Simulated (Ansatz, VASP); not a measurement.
## Two plane-wave programs on Cs

File INCAR:

```
SYSTEM = Cs
PREC = Accurate ; ENCUT = 520
EDIFF = 1E-6 ; ISMEAR = 0
SIGMA = 0.15 ; LREAL = .False.
LASPH = .True. ; NELM = 60
ALGO = Fast ; ISIF = 2
LWAVE = .False. ; LCHARG = .False.
NBANDS = 10
```

File KPOINTS:

```
regular mesh
0
Gamma
  10 10 10
  0 0 0
```

File POSCAR:

```
Cs
1.0
   -0.1480625902      3.9483357400      3.9483357400
    3.8002731498      0.0000000000      3.8002731498
    3.9483357400      3.9483357400     -0.1480625902
Cs
1
Direct
    0.0000000000      0.0000000000      0.0000000000
```

Input for Ansatz:

```yaml
crystal:
  lattice:
    - [-0.1480625902, 3.94833574, 3.94833574]
    - [3.8002731498, 0.0, 3.8002731498]
    - [3.94833574, 3.94833574, -0.1480625902]
  atoms:
    - { symbol: Cs, position: [0.0, 0.0, 0.0] }
basis:
  ecutwfc: 420
kpoints:
  mp_grid: { grid: [10, 10, 10] }
hamiltonian:
  xc: lda
scf:
  occupations: { method: gaussian, width: 0.15 }
output:
  forces: true
  stress: true
  eigenvalues: true
```

Change from the starting cell: strain -0.0750 x Voigt [0, 0, 0, 0, 1, 0], atoms carried along.

Alike in both runs: task single point; functional LDA; k mesh 10 × 10 × 10; occupations gaussian, width 0.15 eV; no spin polarisation.

|  | VASP | Ansatz |
| --- | --- | --- |
| version | VASP 6.6.1 | Ansatz 0.2.0 |
| potentials or method | VASP PAW LDA potentials, release 64 (Cs_sv), cutoff 520 eV | scalar-relativistic, plane waves, PAW |
| valence electrons in the cell | 9 | 9 |

```csv
,VASP,Ansatz,Ansatz less VASP
gap on the k mesh at the Fermi level (eV),none,none,-
pressure (GPa),-0.4,-0.4,+0.01
"traceless stress, the component that is largest in VASP (GPa)",0.06,0.06,-0.001
```

LDA's correlation is that of Perdew and Zunger in VASP and of Perdew and Wang (1992) in Ansatz. A gap of «none» marks a metal or a gap that the smearing closes.

Neither program's run includes spin-orbit coupling.
